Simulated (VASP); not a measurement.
Write the native input for VASP 6.6.1 that does the following.

```
Task                   : single point
Functional             : PBEsol
Potentials or basis    : VASP PAW PBE potentials, release 64 (H)
Cutoff                 : 520 eV
k mesh                 : 9 × 9 × 6
Occupations            : gaussian, width 0.02 eV
Spin                   : no spin polarisation
Dipole correction      : no
Further INCAR settings : ALGO = Normal; EDIFF = 1e-06; NBANDS = 10
```

The structure of H lies in POSCAR:

```
H
1.0
    3.8746915964      0.0000000000      0.0000000000
   -1.9373457982      3.4721454043      0.0316934493
    0.0000000000      0.0480946846      5.2180461762
H
4
Direct
    0.3448252178      0.6896504456      0.1745500647
    0.6468331635      0.2936663171      0.6671396774
    0.6816716492      0.3633432884      0.8250043102
    0.3266699695      0.6533399490      0.3333059477
```

This cell differs from its parent crystal: strained and its atoms moved.

The input as run:

INCAR

```
PREC     = Accurate       # precision mode
ENCUT    = 520            # plane-wave cutoff, eV
EDIFF    = 1E-6           # SCF threshold, eV
ISMEAR   = 0              # smearing method
SIGMA    = 0.02           # smearing width, eV
LREAL    = False          # projectors in reciprocal space
LASPH    = True           # aspherical terms in the spheres
NELM     = 100            # most SCF steps
ALGO     = Normal         # electronic algorithm
ISIF     = 2              # what is computed and relaxed
LWAVE    = False          # write WAVECAR
LCHARG   = False          # write CHGCAR
GGA      = PS             # functional
NBANDS   = 10             # bands
```

KPOINTS

```
regular mesh
0
Gamma
  9 9 6
```

Potentials or basis: VASP PAW PBE potentials, release 64 (H).

Run with:

```sh
$ cat potpaw_PBE.64/H/POTCAR > POTCAR
$ mpirun -np 1 vasp_std > vasp.out
```

It gave:

```json
{"Pressure": "-3.1 GPa", "Largest force": "2.502 eV/Å", "Band gap on the k mesh": "8.22 eV, direct"}
```

Caveat: the cell differs from its parent crystal (strained and its atoms moved); the PAW data sets were made with another functional, which shifts forces and pressure a little.

Wall time 50 s on 1 thread of Intel(R) Xeon(R) Platinum 8375C CPU @ 2.90GHz (Ice Lake), with other jobs on the host, peak memory 0.21 GiB.
